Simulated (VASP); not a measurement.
# Te (P3_121) in VASP: single point with PBE

Aim: the single point of Te with PBE.

Program: VASP 6.6.1. These are calculated values, not measurements. Logs are shortened: lines on timing, memory, paths and dates and some standing lists are left out, and cuts for length are marked.

### Step 1. The cell of the first run

It takes space group P3_121 (No. 152, trigonal). The conventional cell has a = 4.519 Å, b = 4.519 Å, c = 5.956 Å, α = 90.00°, β = 90.00°, γ = 120.00°. Within 3.8 Å of Te (site symmetry 2) lie 6 Te at 2.89 to 3.51 Å.

### Step 2. Single point, PBE

Input file INCAR:

```
PREC = Accurate
ENCUT = 520
EDIFF = 1E-6
ISMEAR = 0
SIGMA = 0.01
LREAL = F
LASPH = T
NELM = 60
ALGO = Normal
ISIF = 2
LWAVE = F
LCHARG = T
GGA = PE
LELF = T
LVHAR = T
NBANDS = 16
```

Input file KPOINTS:

```
Automatic mesh
0
Gamma
  12 12 6
```

Input file POSCAR:

```
Te
1.0
    4.5186667924      0.0000000000      0.0000000000
   -2.2593333962      3.9132802334      0.0000000000
    0.0000000000      0.0000000000      5.9561016617
Te
3
Direct
    0.2682940027      0.0000000000      0.3333333333
    0.0000000000      0.2682940027      0.6666666667
    0.7317059973      0.7317059973      0.0000000000
```

Potentials or basis: VASP PAW PBE potentials, release 64 (Te).

Launch:

```sh
$ cat potpaw_PBE.64/Te/POTCAR > POTCAR
$ mpirun -np 1 vasp_std > vasp.out
```

OUTCAR:

```text
PREC = Accurate
   ENCUT = 520
   EDIFF = 1E-6
   ISMEAR = 0
   LREAL = F
   LASPH = T
   NELM = 60
   ISIF = 2
   GGA = PE

 ion  position               nearest neighbor table
   1  0.268  0.000  0.333-   3 2.89   2 2.89   3 3.51   3 3.51   2 3.51   2 3.51
   2  0.000  0.268  0.667-   3 2.89   1 2.89   3 3.51   3 3.51   1 3.51   1 3.51
   3  0.732  0.732  0.000-   2 2.89   1 2.89   1 3.51   2 3.51   2 3.51   1 3.51

  LATTYP: Found a hexagonal cell.
 ALAT       =     4.5186667924
 C/A-ratio  =     1.3181103930

  Lattice vectors:

 A1 = (   4.5186667924,   0.0000000000,   0.0000000000)
 A2 = (  -2.2593333962,   3.9132802334,   0.0000000000)
 A3 = (   0.0000000000,   0.0000000000,   5.9561016617)

Analysis of symmetry for initial positions (statically):
=====================================================================
 Subroutine PRICEL returns:
 Original cell was already a primitive cell.

 Routine SETGRP: Setting up the symmetry group for a
 hexagonal supercell.

 Subroutine GETGRP returns: Found  6 space group operations
 (whereof  2 operations were pure point group operations)
 out of a pool of 24 trial point group operations.

The static configuration has the point symmetry C_2 .
 The point group associated with its full space group is D_3 .

Analysis of symmetry for dynamics (positions and initial velocities):
=====================================================================
 Subroutine PRICEL returns:
 Original cell was already a primitive cell.

 Routine SETGRP: Setting up the symmetry group for a
 hexagonal supercell.

 Subroutine GETGRP returns: Found  6 space group operations
 (whereof  2 operations were pure point group operations)
 out of a pool of 24 trial point group operations.

The dynamic configuration has the point symmetry C_2 .
 The point group associated with its full space group is D_3 .

 Subroutine INISYM returns: Found  6 space group operations
 (whereof  2 operations are pure point group operations),
 and found     1 'primitive' translations

----------------------------------------------------------------------------------------

                                     Primitive cell

  volume of cell :     105.3206

  direct lattice vectors                    reciprocal lattice vectors
     4.518666792  0.000000000  0.000000000     0.221304213  0.127770047  0.000000000
    -2.259333396  3.913280233  0.000000000     0.000000000  0.255540094  0.000000000
     0.000000000  0.000000000  5.956101662     0.000000000  0.000000000  0.167895052

  length of vectors
     4.518666792  4.518666792  5.956101662     0.255540094  0.255540094  0.167895052

  position of ions in fractional coordinates (direct lattice)
     0.268294003  0.000000000  0.333333333
     0.000000000  0.268294003  0.666666667
     0.731705997  0.731705997  0.000000000

  ion indices of the primitive-cell ions
   primitive index   ion index
                 1           1
                 2           2
                 3           3

----------------------------------------------------------------------------------------

 KPOINTS: Automatic mesh

Automatic generation of k-mesh.
 Grid dimensions read from file:
 generate k-points for:   12   12    6

 Generating k-lattice:

  Cartesian coordinates                     Fractional coordinates (reciprocal lattice)
     0.018442018  0.010647504  0.000000000     0.083333333  0.000000000  0.000000000
     0.000000000  0.021295008  0.000000000     0.000000000  0.083333333  0.000000000
     0.000000000  0.000000000  0.027982509     0.000000000  0.000000000  0.166666667

  Length of vectors
     0.021295008  0.021295008  0.027982509

  Shift w.r.t. Gamma in fractional coordinates (k-lattice)
     0.000000000  0.000000000  0.000000000

 Subroutine IBZKPT returns following result:
 ===========================================

 Found    100 irreducible k-points:

 Following reciprocal coordinates:
            Coordinates               Weight
  0.000000  0.000000  0.000000      1.000000
  0.083333  0.000000  0.000000      6.000000
  0.166667  0.000000  0.000000      6.000000
  0.250000  0.000000  0.000000      6.000000
  0.333333 -0.000000  0.000000      6.000000
  0.416667 -0.000000  0.000000      6.000000
[... 16 lines left out ...]
  0.166667  0.000000  0.166667      6.000000
  0.000000  0.166667  0.166667      6.000000
 [... further k-points ...]
   k-points           NKPTS =    100   k-points in BZ     NKDIM =    100   number of bands    NBANDS=     16
   number of dos      NEDOS =    301   number of ions     NIONS =      3
   total plane-waves  NPLWV =  62208
   dimension x,y,z NGX =    36 NGY =   36 NGZ =   48
   dimension x,y,z NGXF=    72 NGYF=   72 NGZF=   96
   ions per type =               3
   NGX,Y,Z   is equivalent  to a cutoff of  13.24, 13.24, 13.40 a.u.
   NGXF,Y,Z  is equivalent  to a cutoff of  26.49, 26.49, 26.80 a.u.
 SYSTEM =  unknown system
   PREC   = accura    normal or accurate (medium, high low for compatibility)
   ISTART =      0    job   : 0-new  1-cont  2-samecut
   ICHARG =      2    charge: 1-file 2-atom 10-const
   ISPIN  =      1    spin polarized calculation?
   LNONCOLLINEAR =      F non collinear calculations
   LSORBIT =      F    spin-orbit coupling
   LASPH  =      T    aspherical Exc in radial PAW
   ENCUT  =  520.0 eV  38.22 Ry    6.18 a.u.   8.40  8.40 11.07*2*pi/ulx,y,z
   NELM   =     60;   NELMIN=  2; NELMDL= -5     # of ELM steps
   EDIFF  = 0.1E-05   stopping-criterion for ELM
   LREAL  =      F    real-space projection
   EDIFFG = 0.1E-04   stopping-criterion for IOM
   NSW    =      0    number of steps for IOM
   IBRION =     -1    ionic relax: 0-MD 1-quasi-New 2-CG
   NFREE  =      0    steps in history (QN), initial steepest desc. (CG)
   ISIF   =      2    stress and relaxation
   ISYM   =      2    0-nonsym 1-usesym 2-fastsym
   POTIM  = 0.5000    time-step for ionic-motion
   TEBEG  =    0.0;   TEEND  =   0.0 temperature during run
   PSTRESS=    0.0 pullay stress
   NELECT =      18.0000    total number of electrons
   NUPDOWN=      -1.0000    fix difference up-down
   EMIN   =  10.00;   EMAX   =-10.00  energy-range for DOS
   EFERMI =   0.00;   METHOD = LEGACY
   ISMEAR =     0;   SIGMA  =   0.01  broadening in eV -4-tet -1-fermi 0-gaus
   EFERMI_NEDOS =   21; number of points for ismear=-14 and -15
   IALGO  =     38    algorithm
   IMIX   =      4    mixing-type and parameters
     AMIX     =   0.40;   BMIX     =  1.00
     AMIX_MAG =   1.60;   BMIX_MAG =  1.00
  volume/ion in A,a.u.               =      35.11       236.91
  Fermi-wavevector in a.u.,A,eV,Ry     =   0.908506  1.716828 11.230024  0.825383
  Thomas-Fermi vector in A             =   2.032440
   LORBIT       =      0    0 simple, 1 ext, 2 COOP (PROOUT), +10 PAW based schemes
   GGA     = PE    functional components
   LHFCALC =     F    Hartree Fock is set to
   AEXX    =    0.0000 exact exchange contribution
   IVDW    =     0    specifies the selected vdW correction
   LEPSILON=     F    determine dielectric tensor
   LRPA    =     F    only Hartree local field effects (RPA)
 non-spin polarized calculation
 Gauss-broadening in eV      SIGMA  =   0.01
  energy-cutoff  :      520.00
  volume of cell :      105.32
 maximum number of plane-waves:      2878
 NGX is ok and might be reduce to    36
   NGX = 17   NGY = 17   NGZ = 23

 number of electron      17.9999999 magnetization

 Free energy of the ion-electron system (eV)
  ---------------------------------------------------
  ext. energy  EPLUGINS =         0.00000000
  ---------------------------------------------------
  free energy    TOTEN  =        -9.43196318 eV

  energy without entropy =       -9.43196318  energy(sigma->0) =       -9.43196318

 E-fermi :   5.6219     XC(G=0):  -8.9204

 val. band max:        5.5165912344   @ k =   0.3333   0.3333   0.5000
 cond. band min:       5.7310588694   @ k =   0.3333   0.3333   0.5000
 fundamental gap:      0.2144676349
 Fermi energy:         5.6219008921

 k-point     1 :       0.0000    0.0000    0.0000
  band No.  band energies     occupation
      1      -7.8498      2.00000
      2      -4.6841      2.00000
      3      -4.6841      2.00000
      4       2.5495      2.00000
      5       2.8099      2.00000
      6       2.8099      2.00000
[... 8 lines left out ...]
     15      11.4161      0.00000
     16      11.8426      0.00000

 k-point     2 :       0.0833    0.0000    0.0000
  band No.  band energies     occupation
      1      -7.8055      2.00000
      2      -4.6992      2.00000
      3      -4.6740      2.00000
      4       2.1735      2.00000
      5       2.5534      2.00000
      6       2.7304      2.00000
[... 8 lines left out ...]
     15      11.5666      0.00000
     16      11.8460      0.00000

 k-point     3 :       0.1667    0.0000    0.0000
  band No.  band energies     occupation
      1      -7.6755      2.00000
      2      -4.7563      2.00000
      3      -4.6450      2.00000
      4       1.5700      2.00000
      5       2.1554      2.00000
      6       2.5045      2.00000
[... 8 lines left out ...]
     15      11.6881      0.00000
     16      12.0983      0.00000

 k-point     4 :       0.2500    0.0000    0.0000
  band No.  band energies     occupation
      1      -7.4719      2.00000
      2      -4.8800      2.00000
      3      -4.6021      2.00000
      4       1.1193      2.00000
      5       1.7799      2.00000
      6       2.2527      2.00000
[... 8 lines left out ...]
     15      11.9812      0.00000
     16      12.6777      0.00000
[... 324 lines left out ...]
 k-point    22 :       0.0000    0.0833    0.1667
  band No.  band energies     occupation
      1      -7.7087      2.00000
      2      -5.5479      2.00000
      3      -3.8241      2.00000
      4       2.1928      2.00000
      5       2.3235      2.00000
      6       2.8620      2.00000
[... 8 lines left out ...]
     15      11.3627      0.00000
     16      11.6749      0.00000

 k-point    23 :       0.1667    0.0000    0.1667
  band No.  band energies     occupation
      1      -7.5826      2.00000
      2      -5.4864      2.00000
      3      -3.9577      2.00000
      4       1.6693      2.00000
      5       2.3359      2.00000
      6       2.6447      2.00000
[... 8 lines left out ...]
     15      11.3390      0.00000
     16      11.8041      0.00000

 k-point    24 :       0.0000    0.1667    0.1667
  band No.  band energies     occupation
      1      -7.5797      2.00000
      2      -5.5156      2.00000
      3      -3.9018      2.00000
      4       1.6490      2.00000
      5       1.8536      2.00000
      6       2.5880      2.00000
[... 8 lines left out ...]
     15      11.6924      0.00000
     16      12.0747      0.00000

 [... further k-points ...]
[... 5 lines left out ...]
  --------------------------------------------------------------------------------------
  -------------------------------------------------------------------------------------
  Total        0.0004678      0.0004678      0.0019847     -0.0000000      0.0000000      0.0000000
  in kB        0.0071160      0.0071160      0.0301921     -0.0000000      0.0000000      0.0000000
  external PRESSURE =       0.0148080 kB  Pullay stress =       0.0000000 kB

 VOLUME and BASIS-vectors are now :
 -----------------------------------------------------------------------------
  energy-cutoff  :      520.00
  volume of cell :      105.32
      direct lattice vectors                 reciprocal lattice vectors
     4.518666792  0.000000000  0.000000000     0.221304213  0.127770047  0.000000000
    -2.259333396  3.913280233  0.000000000     0.000000000  0.255540094  0.000000000
     0.000000000  0.000000000  5.956101662     0.000000000  0.000000000  0.167895052

 POSITION                                       TOTAL-FORCE (eV/Angst)
 -----------------------------------------------------------------------------------
      1.21233      0.00000      1.98537         0.007936      0.000000     -0.000000
     -0.60617      1.04991      3.97073        -0.003968      0.006873      0.000000
      1.65317      2.86337      0.00000        -0.003968     -0.006873      0.000000
 -----------------------------------------------------------------------------------
    total drift:                                0.000000     -0.000000      0.000000

  FREE ENERGIE OF THE ION-ELECTRON SYSTEM (eV)
  ---------------------------------------------------
  free  energy   TOTEN  =        -9.4319631807 eV

  energy  without entropy=       -9.4319631807  energy(sigma->0) =       -9.43196318
```

Wall time 99 s (1 thread of Intel Xeon Platinum 8259CL at 2.50GHz (Skylake/Cascade Lake), shared host); peak memory 0.32 GiB.

Results:

```
Free energy            : -9.4320 eV
Pressure               : 0.0 GPa
Largest force          : 0.008 eV/Å
Band gap on the k mesh : 0.21 eV, direct
```

Forces on the atoms (eV/Å):
```
Te   0.008  0.000  0.000
Te  -0.004  0.007  0.000
Te  -0.004 -0.007  0.000
```

Caveat: spin-orbit coupling is left out, which moves the levels of the heavy elements.
